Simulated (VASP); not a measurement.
BN: vibrations by perturbation theory with PBEsol

Crystal: BN.

```
B N
1.0
     2.49190    0.00162   -0.22441
    -1.23725    2.16305    0.22438
    -0.95411   -0.89288    3.34637
B N
1 1
Direct
  0.99104 0.99143 0.99386
  0.65710 0.32446 0.99295
```

| Property | Result |
| --- | --- |
| Program | VASP 6.6.1 |
| Task | vibrations by perturbation theory |
| Functional | PBEsol |
| Potentials or basis | VASP PAW PBE potentials, release 64 (B, N) |
| Cutoff | 520 eV |
| k mesh | 12 × 12 × 12 |
| Occupations | gaussian, width 0.01 eV |
| Spin | no spin polarisation |
| Dipole correction | no |
| Further INCAR settings | ALGO = Normal; EDIFF = 1e-08; IBRION = 8; NSW = 1 |

```
Electronic dielectric tensor (diagonal)                 : 4.86, 4.87, 2.76
Born charges (mean of the diagonal)                     : B +2.04; N -2.04 e
Highest phonon frequency at Γ, LO-TO splitting left out : 1367 cm⁻¹
```

Phonon frequencies in cm⁻¹ (negative: imaginary):
```csv
q point,frequencies
"(0.000, 0.000, 0.000)",0 0 0 745 1367 1367
```

Electronic dielectric tensor:
```
 4.86  0.01 -0.19
 0.01  4.87  0.11
-0.19  0.11  2.76
```

Born effective charge tensors (e):
atom 1, B
```
 2.68  0.01 -0.18
 0.01  2.69  0.10
-0.18  0.10  0.74
```
atom 2, N
```
-2.68 -0.01  0.18
-0.01 -2.69 -0.10
 0.18 -0.10 -0.74
```

Wall time 7.4 min on 1 thread of AMD EPYC 9R45 (Zen 5) (shared host), peak memory 0.38 GiB.

Caveat: the cell stands under pressure or tension, which shifts response properties.
